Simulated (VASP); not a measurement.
Write the native input for VASP 6.6.1 that does the following.

```
Task                   : single point
Functional             : PBE
Potentials or basis    : VASP PAW PBE potentials, release 64 (Mn_pv, O)
Cutoff                 : 520 eV
k mesh                 : 10 × 10 × 10
Occupations            : gaussian, width 0.012 eV
Spin                   : collinear spin, ferromagnetic start
Starting moments       : [4.0, 0.0] μB
Dipole correction      : no
Further INCAR settings : ALGO = Normal; EDIFF = 1e-07; NBANDS = 20
```

The structure of MnO lies in POSCAR:

```
MnO
1.0
    0.0000000000      2.2239077028      2.2239077028
    2.2239077028      0.0000000000      2.2239077028
    2.2239077028      2.2239077028      0.0000000000
Mn O
1 1
Direct
    0.0000000000      0.0000000000      0.0000000000
    0.5000000000      0.5000000000      0.5000000000
```

These files were run (other wordings do the same):

INCAR

```
  PREC = Accurate
  ENCUT = 520
  EDIFF = 1E-7
  ISMEAR = 0
  SIGMA = 0.012
  LREAL = False
  LASPH = True
  NELM = 150
  ALGO = Normal
  ISIF = 2
  LWAVE = False
  LCHARG = False
  ISPIN = 2
  MAGMOM = 4 0
  LORBIT = 11
  LMAXMIX = 4
  GGA = PE
  NBANDS = 20
```

KPOINTS

```
regular mesh
0
Gamma
  10 10 10
```

Potentials or basis: VASP PAW PBE potentials, release 64 (Mn_pv, O).

Launch:

```bash
$ cat potpaw_PBE.64/Mn_pv/POTCAR potpaw_PBE.64/O/POTCAR > POTCAR
$ mpirun -np 1 vasp_std > vasp.out
```

It gave:

The pressure is 0.4 GPa, the net moment is 4.80 μB per cell and the site moments are Mn +4.36; O +0.21 μB. The valence electrons inside the program's atomic spheres are Mn 11.35; O 4.98.

Caveat: a cell with one magnetic atom can't hold antiferromagnetic order, which such compounds often take.

Wall time 25 s on 1 thread of AMD EPYC 9R45 96-Core Processor (Zen 5), with other jobs on the host, peak memory 0.13 GiB.
